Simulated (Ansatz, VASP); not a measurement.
**P in VASP and in Ansatz**

```
P
1.0
     4.51650   -3.98590   -0.00966
     4.51650    3.98590   -0.00966
    -0.03342    0.00000    5.29426
P
8
Direct
  0.86070 0.86070 0.25086
  0.13930 0.13930 0.74914
  0.71899 0.71899 0.54777
  0.28101 0.28101 0.45223
  0.48590 0.78468 0.26129
  0.21532 0.51410 0.73871
  0.51410 0.21532 0.73871
  0.78468 0.48590 0.26129
```

Change from the starting cell: mode 22 (458.3 1/cm) frozen in, largest displacement -0.200 Å.

Alike in both runs: task single point; functional PBEsol; k mesh 6 × 6 × 6; occupations gaussian, width 0.05 eV; no spin polarisation.

|  | VASP | Ansatz |
| --- | --- | --- |
| version | VASP 6.6.1 | Ansatz 0.2.0 |
| potentials or method | VASP PAW PBE potentials, release 64 (P), cutoff 520 eV | scalar-relativistic, plane waves, PAW |
| valence electrons in the cell | 40 | 40 |

VASP gave:

```
gap on the k mesh at the Fermi level (eV)                     : 1.54
least direct gap on the mesh (eV)                             : 1.70
pressure (GPa)                                                : 2.8
traceless stress, the component that is largest in VASP (GPa) : 12.42
rms of the force components (eV/Å)                            : 1.954
```

Task: Estimate Ansatz's values.

Result: gap on the k mesh at the Fermi level (eV): 1.50; least direct gap on the mesh (eV): 1.67; pressure (GPa): 3.1; traceless stress, the component that is largest in VASP (GPa): 12.48; rms of the force components (eV/Å): 1.988.

VASP's potentials were made for PBE, not for PBEsol. Atom by atom the forces differ by 0.058 eV/Å (rms over components). The functional is the same, so the differences come from potentials, cutoffs and numerics.
